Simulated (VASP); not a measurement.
# CS2 in VASP: single point with PBE+D3(BJ)

Aim: the single point of CS2 with PBE+D3(BJ).

Everything below comes from runs of VASP 6.6.1. Logs are shortened: lines on timing, memory, paths and dates and some standing lists are left out, and cuts for length are marked.

**1. The cell of the first run**

The cell holds a disordered packing, 30 atoms: a = 10.000 Å, b = 10.000 Å, c = 10.000 Å, α = 90.00°, β = 90.00°, γ = 90.00°.

**2. Single point, PBE+D3(BJ)**

Input file INCAR:

```
  PREC = Accurate
  ENCUT = 910
  EDIFF = 1E-6
  ISMEAR = -1
  SIGMA = 0.05
  LREAL = Auto
  LASPH = T
  NELM = 120
  ALGO = Normal
  ISIF = 2
  LWAVE = F
  LCHARG = T
  GGA = PE
  IVDW = 12
  LELF = T
  LVHAR = T
  NBANDS = 101
  GGA_COMPAT = F
```

Input file KPOINTS:

```
Automatic mesh
0
Gamma
  1 1 1
```

Input file POSCAR:

```
CS2
1.0
   10.0000000000      0.0000000000      0.0000000000
    0.0000000000     10.0000000000      0.0000000000
    0.0000000000      0.0000000000     10.0000000000
S C
20 10
Direct
    0.2732603372      0.5666624090      0.9324580594
    0.1636293703      0.7103138152      0.6783532591
    0.7713270853      0.8532579903      0.6503958527
    1.0099701310      1.0485319901      0.6010593733
    0.8611314336      0.5023454250      1.0099451387
    0.8768043574      0.4047313007      0.7132344571
    0.5137192820     -0.1479127806     -0.0852837522
    0.6232680638      0.0569925302      0.1236034334
    0.6616736430      0.2290674004      0.4817931703
    0.9059598996      0.2641398168      0.2901152299
    0.2078505752      0.8785474553      0.1510279251
   -0.0598883334      0.8683826748     -0.0103417526
    0.5268971068      0.5808948505      0.5595068267
    0.5585412706      0.6699321150      0.2613152169
    0.4812385489      0.2517687347      0.8225329614
    0.2431104414      0.3308020225      0.6359614430
    0.3942672094     -0.0376074992      0.5171908697
    0.3066988223      0.1759436036      0.3064369544
    0.2004679931      0.5215450307      0.3003390266
   -0.0652631675      0.6671614908      0.3778100157
    0.2183602080      0.6389642733      0.8056935540
    0.8901955634      0.9516204059      0.6257413476
    0.8691110338      0.4535260309      0.8616241704
    0.5688835737     -0.0454801343      0.0191410326
    0.7836905061      0.2465559699      0.3859543528
    0.0737761093      0.8740858809      0.0709201186
    0.5428207827      0.6254469020      0.4105017967
    0.3616605958      0.2906303929      0.7292787105
    0.3509076677      0.0697126497      0.4122235874
    0.0670870893      0.5939642530      0.3387225206
```

Potentials or basis: VASP PAW PBE potentials, release 64 (S, C_h).

Command:

```console
cat potpaw_PBE.64/S/POTCAR potpaw_PBE.64/C_h/POTCAR > POTCAR
mpirun -np 1 vasp_gam > vasp.out
```

OUTCAR:

```text
PREC = Accurate
   ENCUT = 910
   EDIFF = 1E-6
   ISMEAR = -1
   LREAL = Auto
   LASPH = T
   NELM = 120
   ISIF = 2
   GGA = PE
   IVDW = 12
 IVDW          = 12

 ion  position               nearest neighbor table
   1  0.273  0.567  0.932-  21 1.56
   2  0.164  0.710  0.678-  21 1.56
   3  0.771  0.853  0.650-  22 1.56
   4  0.010  0.049  0.601-  22 1.56
   5  0.861  0.502  0.010-  23 1.56
   6  0.877  0.405  0.713-  23 1.56
[... 12 lines left out ...]
  19  0.200  0.522  0.300-  30 1.57
  20  0.935  0.667  0.378-  30 1.56
  21  0.218  0.639  0.806-   2 1.56   1 1.56
  22  0.890  0.952  0.626-   4 1.56   3 1.56
  23  0.869  0.454  0.862-   5 1.56   6 1.56
  24  0.569  0.955  0.019-   8 1.56   7 1.56
  25  0.784  0.247  0.386-   9 1.56  10 1.56
  26  0.074  0.874  0.071-  11 1.56  12 1.57
  27  0.543  0.625  0.411-  13 1.56  14 1.56
  28  0.362  0.291  0.729-  16 1.56  15 1.57
  29  0.351  0.070  0.412-  17 1.56  18 1.56
  30  0.067  0.594  0.339-  20 1.56  19 1.57

  LATTYP: Found a simple cubic cell.
 ALAT       =    10.0000000000

  Lattice vectors:

 A1 = (  10.0000000000,   0.0000000000,   0.0000000000)
 A2 = (   0.0000000000,  10.0000000000,   0.0000000000)
 A3 = (   0.0000000000,   0.0000000000,  10.0000000000)

Analysis of symmetry for initial positions (statically):
=====================================================================
 Subroutine PRICEL returns:
 Original cell was already a primitive cell.

 Routine SETGRP: Setting up the symmetry group for a
 simple cubic supercell.

 Subroutine GETGRP returns: Found  1 space group operations
 (whereof  1 operations were pure point group operations)
 out of a pool of 48 trial point group operations.

The static configuration has the point symmetry C_1 .

Analysis of symmetry for dynamics (positions and initial velocities):
=====================================================================
 Subroutine PRICEL returns:
 Original cell was already a primitive cell.

 Routine SETGRP: Setting up the symmetry group for a
 simple cubic supercell.

 Subroutine GETGRP returns: Found  1 space group operations
 (whereof  1 operations were pure point group operations)
 out of a pool of 48 trial point group operations.

The dynamic configuration has the point symmetry C_1 .

 Subroutine INISYM returns: Found  1 space group operations
 (whereof  1 operations are pure point group operations),
 and found     1 'primitive' translations

[... 129 lines left out ...]
   NSW    =      0    number of steps for IOM
   IBRION =     -1    ionic relax: 0-MD 1-quasi-New 2-CG
   NFREE  =      0    steps in history (QN), initial steepest desc. (CG)
   ISIF   =      2    stress and relaxation
   ISYM   =      2    0-nonsym 1-usesym 2-fastsym
   POTIM  = 0.5000    time-step for ionic-motion
   TEBEG  =    0.0;   TEEND  =   0.0 temperature during run
   PSTRESS=    0.0 pullay stress
   NELECT =     160.0000    total number of electrons
   NUPDOWN=      -1.0000    fix difference up-down
   EMIN   =  10.00;   EMAX   =-10.00  energy-range for DOS
   EFERMI =   0.00;   METHOD = LEGACY
   ISMEAR =    -1;   SIGMA  =   0.05  broadening in eV -4-tet -1-fermi 0-gaus
   EFERMI_NEDOS =   21; number of points for ismear=-14 and -15
   IALGO  =     38    algorithm
   IMIX   =      4    mixing-type and parameters
     AMIX     =   0.40;   BMIX     =  1.00
     AMIX_MAG =   1.60;   BMIX_MAG =  1.00
  volume/ion in A,a.u.               =      33.33       224.94
  Fermi-wavevector in a.u.,A,eV,Ry     =   0.888754  1.679501 10.747016  0.789883
  Thomas-Fermi vector in A             =   2.010225
   LORBIT       =      0    0 simple, 1 ext, 2 COOP (PROOUT), +10 PAW based schemes
   GGA     = PE    functional components
   LHFCALC =     F    Hartree Fock is set to
   AEXX    =    0.0000 exact exchange contribution
   IVDW    =    12    specifies the selected vdW correction
   LEPSILON=     F    determine dielectric tensor
   LRPA    =     F    only Hartree local field effects (RPA)
 non-spin polarized calculation
  energy-cutoff  :      910.00
  volume of cell :     1000.00
 maximum number of plane-waves:     31107
 NGX is ok and might be reduce to    98
   NGX = 49   NGY = 49   NGZ = 49

 number of electron     159.9999999 magnetization

 Free energy of the ion-electron system (eV)
  ---------------------------------------------------
  ext. energy  EPLUGINS =         0.00000000
  ---------------------------------------------------
  free energy    TOTEN  =      -166.58312134 eV

  energy without entropy =     -166.58312134  energy(sigma->0) =     -166.58312134

 E-fermi :  -0.3028     XC(G=0):  -6.4483

 val. band max:       -1.5410596794   @ k =   0.0000   0.0000   0.0000
 cond. band min:       1.4785403985   @ k =   0.0000   0.0000   0.0000
 fundamental gap:      3.0196000778
 Fermi energy:        -0.3028450846

 k-point     1 :       0.0000    0.0000    0.0000
  band No.  band energies     occupation
      1     -16.6702      2.00000
      2     -16.6071      2.00000
      3     -16.5775      2.00000
      4     -16.5761      2.00000
      5     -16.5516      2.00000
      6     -16.5366      2.00000
[... 84 lines left out ...]
     91       1.9523      0.00000
     92       1.9942      0.00000
 [bands above 92 left out]

------------------------ aborting loop because EDIFF is reached ----------------------------------------

 Edisp (eV)   -3.64642

 E8    (eV) :    -1.2302

  FORCE on cell =-STRESS in cart. coord.  units (eV):
  Direction    XX          YY          ZZ          XY          YZ          ZX
  --------------------------------------------------------------------------------------
  -------------------------------------------------------------------------------------
  Total      -6.46893    -3.34055    -6.74326     0.41336     1.07795    -0.80300
  in kB     -10.36437    -5.35215   -10.80389     0.66228     1.72707    -1.28655
  external pressure =       -8.84 kB  Pullay stress =        0.00 kB

 VOLUME and BASIS-vectors are now :
 -----------------------------------------------------------------------------
  energy-cutoff  :      910.00
  volume of cell :     1000.00
      direct lattice vectors                 reciprocal lattice vectors
    10.000000000  0.000000000  0.000000000     0.100000000  0.000000000  0.000000000
     0.000000000 10.000000000  0.000000000     0.000000000  0.100000000  0.000000000
     0.000000000  0.000000000 10.000000000     0.000000000  0.000000000  0.100000000

 POSITION                                       TOTAL-FORCE (eV/Angst)
 -----------------------------------------------------------------------------------
      2.73260      5.66662      9.32458        -0.084259      0.110956     -0.115134
      1.63629      7.10314      6.78353         0.063275     -0.077196      0.166370
      7.71327      8.53258      6.50396         0.191582      0.188774     -0.058828
      0.09970      0.48532      6.01059        -0.224702     -0.195288      0.053748
      8.61131      5.02345      0.09945         0.015382     -0.114218     -0.356267
      8.76804      4.04731      7.13234        -0.029869      0.104133      0.352693
[... 22 lines left out ...]
      3.50908      0.69713      4.12224        -0.009003     -0.018655     -0.002534
      0.67087      5.93964      3.38723         0.011973     -0.010773     -0.001605
 -----------------------------------------------------------------------------------
    total drift:                                0.000599      0.012289     -0.001590

  FREE ENERGIE OF THE ION-ELECTRON SYSTEM (eV)
  ---------------------------------------------------
  free  energy   TOTEN  =      -170.2295396302 eV

  energy  without entropy=     -170.2295396301  energy(sigma->0) =     -170.22953963
```

OSZICAR:

```text
N       E                     dE             d eps       ncg     rms          rms(c)
DAV:   1     0.174590979011E+04    0.17459E+04   -0.96334E+04   202   0.213E+03
DAV:   2     0.881128163431E+02   -0.16578E+04   -0.16043E+04   276   0.300E+02
DAV:   3    -0.164597717312E+03   -0.25271E+03   -0.24949E+03   244   0.128E+02
DAV:   4    -0.177133262806E+03   -0.12536E+02   -0.12315E+02   236   0.325E+01
DAV:   5    -0.177641072726E+03   -0.50781E+00   -0.50246E+00   263   0.614E+00    0.659E+01
DAV:   6    -0.167318156611E+03    0.10323E+02   -0.30526E+01   255   0.162E+01    0.340E+01
DAV:   7    -0.166600021186E+03    0.71814E+00   -0.75955E+00   228   0.812E+00    0.141E+01
DAV:   8    -0.166614990111E+03   -0.14969E-01   -0.67806E-01   223   0.217E+00    0.317E+00
DAV:   9    -0.166589266493E+03    0.25724E-01   -0.19410E-01   228   0.118E+00    0.170E+00
DAV:  10    -0.166585168831E+03    0.40977E-02   -0.21816E-02   228   0.487E-01    0.111E+00
DAV:  11    -0.166583767867E+03    0.14010E-02   -0.64069E-03   228   0.231E-01    0.560E-01
DAV:  12    -0.166583506061E+03    0.26181E-03   -0.70790E-04   234   0.789E-02    0.340E-01
DAV:  13    -0.166583179498E+03    0.32656E-03   -0.10694E-03   228   0.100E-01    0.399E-02
DAV:  14    -0.166583157591E+03    0.21908E-04   -0.19830E-04   244   0.441E-02    0.458E-02
DAV:  15    -0.166583130526E+03    0.27065E-04   -0.22162E-05   234   0.221E-02    0.343E-02
DAV:  16    -0.166583123761E+03    0.67649E-05   -0.19662E-05   292   0.157E-02    0.174E-02
DAV:  17    -0.166583121761E+03    0.20005E-05   -0.42564E-06   212   0.663E-03    0.952E-03
DAV:  18    -0.166583121336E+03    0.42450E-06   -0.30512E-07   111   0.249E-03
   1 F= -.17022954E+03 E0= -.17022954E+03  d E =-.575028E-10
```

stdout:

```text
POSCAR found type information on POSCAR S C
 POSCAR found :  2 types and      30 ions
 scaLAPACK will be used
 LDA part: xc-table for (Slater+PW92), standard interpolation
 POSCAR, INCAR and KPOINTS ok, starting setup
 FFT: planning ... GRIDC
 FFT: planning ... GRID_SOFT
 FFT: planning ... GRID
 WAVECAR not read
 entering main loop
```

Run time: 4.1 min. Hardware: 1 thread of Intel Xeon 6975P-C (Granite Rapids), shared host; peak memory 1.5 GiB.

Results:

```yaml
Free_energy: -170.2295 eV
Pressure: -0.9 GPa
Largest_force: 0.463 eV/Å
Dispersion_energy_per_atom: -0.122 eV
```

Forces in eV/Å, atoms in the order of the input:
```
S   -0.084  0.111 -0.115
S    0.063 -0.077  0.166
S    0.192  0.189 -0.059
S   -0.225 -0.195  0.054
S    0.015 -0.114 -0.356
S   -0.030  0.104  0.353
S    0.134  0.212  0.239
S   -0.124 -0.228 -0.204
S    0.273  0.018 -0.211
S   -0.264 -0.066  0.199
S   -0.377 -0.012 -0.214
S    0.405  0.018  0.223
S    0.036  0.117 -0.380
S   -0.047 -0.124  0.393
S   -0.288  0.120 -0.243
S    0.285 -0.095  0.220
S   -0.097  0.271 -0.238
S    0.129 -0.229  0.286
S   -0.370  0.233  0.116
S    0.366 -0.187 -0.114
C   -0.011 -0.011 -0.003
C    0.031  0.012 -0.023
C    0.013  0.008 -0.002
C   -0.004  0.002 -0.034
C    0.012  0.025 -0.026
C   -0.054 -0.033 -0.042
C    0.001  0.002  0.016
C    0.017 -0.041  0.002
C   -0.009 -0.019 -0.003
C    0.012 -0.011 -0.002
```

Stress tensor (GPa, compression positive):
```
-1.04  0.07 -0.13
 0.07 -0.54  0.17
-0.13  0.17 -1.08
```

Levels at points of the mesh, in eV from the Fermi level:
| k point | band 78 | band 79 | band 80 | band 81 | band 82 | band 83 |
| --- | --- | --- | --- | --- | --- | --- |
| (0.00, 0.00, 0.00) | -1.40 | -1.32 | -1.24 | 1.78 | 1.86 | 1.92 |

Caveat: the k points lie up to 0.63 Å⁻¹ apart; the cutoff is under 1.25 times the usual one of these potentials, so pressure, stress and relaxed cells hold a basis-set (Pulay) error.
